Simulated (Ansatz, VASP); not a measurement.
One calculation of Ti, two programs

File INCAR:

```
ALGO     = Fast           # electronic algorithm
EDIFF    = 1E-6           # SCF threshold, eV
ENCUT    = 520            # plane-wave cutoff, eV
GGA      = PS             # functional
ISIF     = 2              # what is computed and relaxed
ISMEAR   = 0              # smearing method
LASPH    = T              # aspherical terms in the spheres
LCHARG   = F              # write CHGCAR
LREAL    = F              # projectors in reciprocal space
LWAVE    = F              # write WAVECAR
NBANDS   = 25             # bands
NELM     = 100            # most SCF steps
PREC     = Accurate       # precision mode
SIGMA    = 0.15           # smearing width, eV
```

KPOINTS

```
k-points
0
Gamma
  12 12 18
```

The input POSCAR:

```
Ti
1.0
    4.7410545669      0.0000000000      0.0000000000
   -2.3705272834      4.1058736957      0.0000000000
    0.0000000000      0.0000000000      2.9387333371
Ti
3
Direct
    0.0000000000      0.0000000000      0.0000000000
    0.3333333333      0.6666666667      0.5000000000
    0.6666666667      0.3333333333      0.5000000000
```

Input for Ansatz:

```yaml
crystal:
  lattice:
    - [4.7410545669, 0.0, 0.0]
    - [-2.3705272834, 4.1058736957, 0.0]
    - [0.0, 0.0, 2.9387333371]
  atoms:
    - { symbol: Ti, position: [0.0, 0.0, 0.0] }
    - { symbol: Ti, position: [0.3333333333, 0.6666666667, 0.5] }
    - { symbol: Ti, position: [0.6666666667, 0.3333333333, 0.5] }
basis:
  ecutwfc: 420
kpoints:
  mp_grid: { grid: [12, 12, 18] }
hamiltonian:
  xc: pbesol
scf:
  occupations: { method: gaussian, width: 0.15 }
output:
  forces: true
  stress: true
  eigenvalues: true
```

Change from the starting cell: strain +0.050 along x and y, +0.050 along z, atoms carried along.

Alike in both runs: task single point; functional PBEsol; k mesh 12 × 12 × 18; occupations gaussian, width 0.15 eV; no spin polarisation.

|  | VASP | Ansatz |
| --- | --- | --- |
| version | VASP 6.6.1 | Ansatz 0.2.0 |
| potentials or method | VASP PAW PBE potentials, release 64 (Ti_sv), cutoff 520 eV | scalar-relativistic, plane waves, PAW |
| valence electrons in the cell | 36 | 36 |

Ansatz gave:

* gap on the k mesh at the Fermi level (eV): none
* pressure (GPa): -13.5
* traceless stress, the component that is largest in VASP (GPa): -0.34

Question: What did VASP give for the same quantities?

Answer: gap on the k mesh at the Fermi level (eV): none; pressure (GPa): -13.6; traceless stress, the component that is largest in VASP (GPa): -0.33.

VASP's potentials were made for PBE, not for PBEsol. A gap of «none» marks a metal or a gap that the smearing closes.
